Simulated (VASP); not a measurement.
Crystal: HfO2.

```xyz
6
Lattice="3.5767 0.0000 0.0000 0.0000 3.5767 0.0000 0.0000 0.0000 5.2022" Properties=species:S:1:pos:R:3 pbc="T T T"
Hf    1.7883    1.7883    2.6011
Hf    0.0000    0.0000    0.0000
O     0.0000    1.7883    3.6218
O     1.7883    0.0000    4.1815
O     1.7883    0.0000    1.5804
O     0.0000    1.7883    1.0207
```

Base run:

```yaml
Program: VASP 6.6.1
Functional: r2SCAN
Potentials_or_basis: VASP PAW PBE potentials, release 64 (Hf_pv, O)
Cutoff: 520 eV
k_mesh: 6 × 6 × 4
Occupations: gaussian, width 0.01 eV
Spin: no spin polarisation
```

Its results: band gap on the k mesh 5.24 eV (least direct gap 5.32 eV); pressure -3.5 GPa; largest force 0.068 eV/Å.

Question: The run is repeated on the same cell with these changes: functional from r2SCAN to PBEsol. What comes out?

Answer: Band gap on the k mesh 4.59 eV (least direct gap 4.67 eV); pressure -5.1 GPa; largest force 0.004 eV/Å.

Caveats: the cell stands under tension; the PAW data sets were made with another functional, which shifts forces and pressure a little; spin-orbit coupling is left out, which moves the levels of the heavy elements.

A k mesh can miss the band edges.
